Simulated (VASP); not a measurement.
# AlN (R-3m) in VASP: further runs

AlN is run at these levels: PBEsol; tasks: single point.

Program: VASP 6.6.1. These are calculated values, not measurements. Logs are shortened: lines on timing, memory, paths and dates and some standing lists are left out, and cuts for length are marked.

## (1) The cell of the first run

The structure is trigonal, space group R-3m (No. 166). Conventional cell: a = 2.938 Å, b = 2.938 Å, c = 6.640 Å, α = 90.00°, β = 90.00°, γ = 120.00°. Within 2.7 Å of Al (site symmetry -3m) lie 6 N at 2.03 Å. N (site symmetry -3m) has 6 Al at 2.03 Å within 2.7 Å.

## (2) Single point, PBEsol

INCAR

```
PREC = Accurate ; ENCUT = 520
EDIFF = 1E-7 ; ISMEAR = 0
SIGMA = 0.05 ; LREAL = False
LASPH = True ; NELM = 100
ALGO = Normal ; ISIF = 2
LWAVE = False ; LCHARG = False
GGA = PS ; NBANDS = 11
```

KPOINTS

```
regular mesh
0
Gamma
  10 10 10
```

POSCAR

```
AlN
1.0
   -0.1069046071      1.9702574484      1.9702574484
    1.9702574484     -0.1069046071      1.9702574484
    1.9702574484      1.9702574484     -0.1069046071
Al N
1 1
Direct
    0.5000000000      0.5000000000      0.5000000000
    0.0000000000      0.0000000000      0.0000000000
```

Potentials or basis: VASP PAW PBE potentials, release 64 (Al, N).

Started as:

```bash
$ cat potpaw_PBE.64/Al/POTCAR potpaw_PBE.64/N/POTCAR > POTCAR
$ mpirun -np 1 vasp_std > vasp.out
```

OUTCAR:

```text
PREC = Accurate
   ENCUT = 520
   EDIFF = 1E-7
   ISMEAR = 0
   LREAL = False
   LASPH = True
   NELM = 100
   ISIF = 2
   GGA = PS

 ion  position               nearest neighbor table
   1  0.500  0.500  0.500-   2 2.03   2 2.03   2 2.03   2 2.03   2 2.03   2 2.03
   2  0.000  0.000  0.000-   1 2.03   1 2.03   1 2.03   1 2.03   1 2.03   1 2.03

  LATTYP: Found a trigonal (rhomboedric) cell.
 ALAT       =     2.7884148581
 COS(alpha) =     0.4450856131

  Lattice vectors:

 A1 = (  -0.1069046071,   1.9702574484,   1.9702574484)
 A2 = (   1.9702574484,  -0.1069046071,   1.9702574484)
 A3 = (   1.9702574484,   1.9702574484,  -0.1069046071)

Analysis of symmetry for initial positions (statically):
=====================================================================
 Subroutine PRICEL returns:
 Original cell was already a primitive cell.

 Routine SETGRP: Setting up the symmetry group for a
 trigonal (rhombohedral) supercell.

 Subroutine GETGRP returns: Found 12 space group operations
 (whereof 12 operations were pure point group operations)
 out of a pool of 12 trial point group operations.

The static configuration has the point symmetry D_3d.

Analysis of symmetry for dynamics (positions and initial velocities):
=====================================================================
 Subroutine PRICEL returns:
 Original cell was already a primitive cell.

 Routine SETGRP: Setting up the symmetry group for a
 trigonal (rhombohedral) supercell.

 Subroutine GETGRP returns: Found 12 space group operations
 (whereof 12 operations were pure point group operations)
 out of a pool of 12 trial point group operations.

The dynamic configuration has the point symmetry D_3d.

 Subroutine INISYM returns: Found 12 space group operations
 (whereof 12 operations are pure point group operations),
 and found     1 'primitive' translations

----------------------------------------------------------------------------------------

                                     Primitive cell

  volume of cell :      16.5405

  direct lattice vectors                    reciprocal lattice vectors
    -0.106904607  1.970257448  1.970257448    -0.234000485  0.247425602  0.247425602
     1.970257448 -0.106904607  1.970257448     0.247425602 -0.234000485  0.247425602
     1.970257448  1.970257448 -0.106904607     0.247425602  0.247425602 -0.234000485

  length of vectors
     2.788414858  2.788414858  2.788414858     0.420945464  0.420945464  0.420945464

  position of ions in fractional coordinates (direct lattice)
     0.500000000  0.500000000  0.500000000
     0.000000000  0.000000000  0.000000000

  ion indices of the primitive-cell ions
   primitive index   ion index
                 1           1
                 2           2

----------------------------------------------------------------------------------------

 KPOINTS: regular mesh

Automatic generation of k-mesh.
 Grid dimensions read from file:
 generate k-points for:   10   10   10

 Generating k-lattice:

  Cartesian coordinates                     Fractional coordinates (reciprocal lattice)
    -0.023400048  0.024742560  0.024742560     0.100000000 -0.000000000 -0.000000000
     0.024742560 -0.023400048  0.024742560    -0.000000000  0.100000000 -0.000000000
     0.024742560  0.024742560 -0.023400048    -0.000000000 -0.000000000  0.100000000

  Length of vectors
     0.042094546  0.042094546  0.042094546

  Shift w.r.t. Gamma in fractional coordinates (k-lattice)
     0.000000000  0.000000000  0.000000000

 Subroutine IBZKPT returns following result:
 ===========================================

 Found    116 irreducible k-points:

 Following reciprocal coordinates:
            Coordinates               Weight
  0.000000  0.000000  0.000000      1.000000
  0.100000  0.000000  0.000000      6.000000
  0.200000  0.000000  0.000000      6.000000
  0.300000 -0.000000  0.000000      6.000000
  0.400000 -0.000000 -0.000000      6.000000
  0.500000  0.000000  0.000000      3.000000
[... 16 lines left out ...]
  0.300000  0.300000  0.000000      6.000000
  0.400000  0.300000  0.000000     12.000000
 [... further k-points ...]
   k-points           NKPTS =    116   k-points in BZ     NKDIM =    116   number of bands    NBANDS=     11
   number of dos      NEDOS =    301   number of ions     NIONS =      2
   total plane-waves  NPLWV =  13824
   dimension x,y,z NGX =    24 NGY =   24 NGZ =   24
   dimension x,y,z NGXF=    48 NGYF=   48 NGZF=   48
   ions per type =               1   1
   NGX,Y,Z   is equivalent  to a cutoff of  14.31, 14.31, 14.31 a.u.
   NGXF,Y,Z  is equivalent  to a cutoff of  28.62, 28.62, 28.62 a.u.
 SYSTEM =  unknown system
   PREC   = accura    normal or accurate (medium, high low for compatibility)
   ISTART =      0    job   : 0-new  1-cont  2-samecut
   ICHARG =      2    charge: 1-file 2-atom 10-const
   ISPIN  =      1    spin polarized calculation?
   LNONCOLLINEAR =      F non collinear calculations
   LSORBIT =      F    spin-orbit coupling
   LASPH  =      T    aspherical Exc in radial PAW
   ENCUT  =  520.0 eV  38.22 Ry    6.18 a.u.   5.18  5.18  5.18*2*pi/ulx,y,z
   NELM   =    100;   NELMIN=  2; NELMDL= -5     # of ELM steps
   EDIFF  = 0.1E-06   stopping-criterion for ELM
   LREAL  =      F    real-space projection
   EDIFFG = 0.1E-05   stopping-criterion for IOM
   NSW    =      0    number of steps for IOM
   IBRION =     -1    ionic relax: 0-MD 1-quasi-New 2-CG
   NFREE  =      0    steps in history (QN), initial steepest desc. (CG)
   ISIF   =      2    stress and relaxation
   ISYM   =      2    0-nonsym 1-usesym 2-fastsym
   POTIM  = 0.5000    time-step for ionic-motion
   TEBEG  =    0.0;   TEEND  =   0.0 temperature during run
   PSTRESS=    0.0 pullay stress
   NELECT =       8.0000    total number of electrons
   NUPDOWN=      -1.0000    fix difference up-down
   EMIN   =  10.00;   EMAX   =-10.00  energy-range for DOS
   EFERMI =   0.00;   METHOD = LEGACY
   ISMEAR =     0;   SIGMA  =   0.05  broadening in eV -4-tet -1-fermi 0-gaus
   EFERMI_NEDOS =   21; number of points for ismear=-14 and -15
   IALGO  =     38    algorithm
   IMIX   =      4    mixing-type and parameters
     AMIX     =   0.40;   BMIX     =  1.00
     AMIX_MAG =   1.60;   BMIX_MAG =  1.00
  volume/ion in A,a.u.               =       8.27        55.81
  Fermi-wavevector in a.u.,A,eV,Ry     =   1.285056  2.428403 22.468224  1.651368
  Thomas-Fermi vector in A             =   2.417213
   LORBIT       =      0    0 simple, 1 ext, 2 COOP (PROOUT), +10 PAW based schemes
   GGA     = PS    functional components
   LHFCALC =     F    Hartree Fock is set to
   AEXX    =    0.0000 exact exchange contribution
   IVDW    =     0    specifies the selected vdW correction
   LEPSILON=     F    determine dielectric tensor
   LRPA    =     F    only Hartree local field effects (RPA)
 non-spin polarized calculation
 Gauss-broadening in eV      SIGMA  =   0.05
  energy-cutoff  :      520.00
  volume of cell :       16.54
 maximum number of plane-waves:       459
 NGX is ok and might be reduce to    24
   NGX = 11   NGY = 11   NGZ = 11

 number of electron       8.0000001 magnetization

 Free energy of the ion-electron system (eV)
  ---------------------------------------------------
  ext. energy  EPLUGINS =         0.00000000
  ---------------------------------------------------
  free energy    TOTEN  =       -15.31883240 eV

  energy without entropy =      -15.31883240  energy(sigma->0) =      -15.31883240

 E-fermi :  10.8948     XC(G=0): -12.4514

 val. band max:       10.5646823104   @ k =   0.0000   0.0000   0.0000
 cond. band min:      13.8147495972   @ k =   0.5000   0.5000   0.0000
 fundamental gap:      3.2500672868
 Fermi energy:        10.8947534345

 k-point     1 :       0.0000    0.0000    0.0000
  band No.  band energies     occupation
      1      -7.6498      2.00000
      2       9.5622      2.00000
      3       9.5622      2.00000
      4      10.5647      2.00000
      5      15.2986      0.00000
      6      21.0903      0.00000
      7      21.0903      0.00000
      8      23.9600      0.00000
      9      26.5844      0.00000
     10      27.6770      0.00000
     11      27.6770      0.00000

 k-point     2 :       0.1000    0.0000    0.0000
  band No.  band energies     occupation
      1      -7.4506      2.00000
      2       8.5868      2.00000
      3       9.4632      2.00000
      4      10.3619      2.00000
      5      15.9584      0.00000
      6      20.5368      0.00000
      7      21.4410      0.00000
      8      23.9655      0.00000
      9      25.8446      0.00000
     10      26.3453      0.00000
     11      28.3250      0.00000

 k-point     3 :       0.2000    0.0000    0.0000
  band No.  band energies     occupation
      1      -6.8711      2.00000
      2       6.4446      2.00000
      3       9.2227      2.00000
      4      10.0266      2.00000
      5      16.7236      0.00000
      6      20.1882      0.00000
      7      22.0489      0.00000
      8      23.6570      0.00000
      9      24.6574      0.00000
     10      26.4252      0.00000
     11      27.7356      0.00000

 k-point     4 :       0.3000   -0.0000    0.0000
  band No.  band energies     occupation
      1      -5.9818      2.00000
      2       4.1235      2.00000
      3       8.9563      2.00000
      4       9.6875      2.00000
      5      16.5886      0.00000
      6      21.0829      0.00000
      7      21.6440      0.00000
      8      22.7996      0.00000
      9      25.6148      0.00000
     10      26.7271      0.00000
     11      28.4237      0.00000

 k-point     5 :       0.4000   -0.0000   -0.0000
  band No.  band energies     occupation
      1      -4.9916      2.00000
      2       2.1866      2.00000
      3       8.7608      2.00000
      4       9.4431      2.00000
      5      16.2479      0.00000
      6      21.0004      0.00000
      7      22.1381      0.00000
      8      22.2503      0.00000
      9      26.2628      0.00000
     10      27.6118      0.00000
     11      30.5612      0.00000
[... 211 lines left out ...]
 k-point    21 :      -0.3000    0.2000   -0.0000
  band No.  band energies     occupation
      1      -4.8157      2.00000
      2       3.3750      2.00000
      3       6.0941      2.00000
      4       9.1494      2.00000
      5      18.4835      0.00000
      6      19.7550      0.00000
      7      20.9462      0.00000
      8      23.0816      0.00000
      9      26.8741      0.00000
     10      28.7668      0.00000
     11      31.0035      0.00000

 k-point    22 :      -0.2000    0.2000    0.0000
  band No.  band energies     occupation
      1      -5.7264      2.00000
      2       4.8008      2.00000
      3       6.7545      2.00000
      4       9.5503      2.00000
      5      18.6593      0.00000
      6      19.6712      0.00000
      7      20.8238      0.00000
      8      23.2061      0.00000
      9      25.5027      0.00000
     10      28.3918      0.00000
     11      30.8125      0.00000

 k-point    23 :       0.3000    0.3000    0.0000
  band No.  band energies     occupation
      1      -5.3649      2.00000
      2       5.0582      2.00000
      3       7.3517      2.00000
      4       8.3935      2.00000
      5      15.7927      0.00000
      6      17.4054      0.00000
      7      21.2988      0.00000
      8      24.9589      0.00000
      9      26.0413      0.00000
     10      30.3775      0.00000
     11      33.6064      0.00000

 k-point    24 :       0.4000    0.3000    0.0000
  band No.  band energies     occupation
      1      -4.6035      2.00000
      2       3.9504      2.00000
      3       6.6728      2.00000
      4       8.1519      2.00000
      5      15.8178      0.00000
      6      16.8187      0.00000
      7      21.7215      0.00000
      8      25.7061      0.00000
      9      25.9860      0.00000
     10      31.7242      0.00000
     11      34.3138      0.00000

 [... further k-points ...]
[... 5 lines left out ...]
  --------------------------------------------------------------------------------------
  -------------------------------------------------------------------------------------
  Total        0.0529167      0.0529167      0.0529167      1.5625329      1.5625329      1.5625329
  in kB        5.1257193      5.1257193      5.1257193    151.3530008    151.3530008    151.3530008
  external PRESSURE =       5.1257193 kB  Pullay stress =       0.0000000 kB

 VOLUME and BASIS-vectors are now :
 -----------------------------------------------------------------------------
  energy-cutoff  :      520.00
  volume of cell :       16.54
      direct lattice vectors                 reciprocal lattice vectors
    -0.106904607  1.970257448  1.970257448    -0.234000485  0.247425602  0.247425602
     1.970257448 -0.106904607  1.970257448     0.247425602 -0.234000485  0.247425602
     1.970257448  1.970257448 -0.106904607     0.247425602  0.247425602 -0.234000485

 POSITION                                       TOTAL-FORCE (eV/Angst)
 -----------------------------------------------------------------------------------
      1.91681      1.91681      1.91681         0.000000      0.000000     -0.000000
      0.00000      0.00000      0.00000        -0.000000     -0.000000      0.000000
 -----------------------------------------------------------------------------------
    total drift:                                0.000000     -0.000000     -0.000000

  FREE ENERGIE OF THE ION-ELECTRON SYSTEM (eV)
  ---------------------------------------------------
  free  energy   TOTEN  =       -15.3188324000 eV

  energy  without entropy=      -15.3188324000  energy(sigma->0) =      -15.31883240
```

It took 26 s on 1 thread of Intel Xeon 6975P-C, shared host; peak memory 0.14 GiB.

Results:

* Free energy: -15.3188 eV
* Pressure: 0.5 GPa
* Band gap on the k mesh: 3.25 eV, indirect (least direct gap 4.73 eV)

Caveat: the PAW data sets were made with another functional, which shifts forces and pressure a little.

(Part 1 of 2 ends here.)
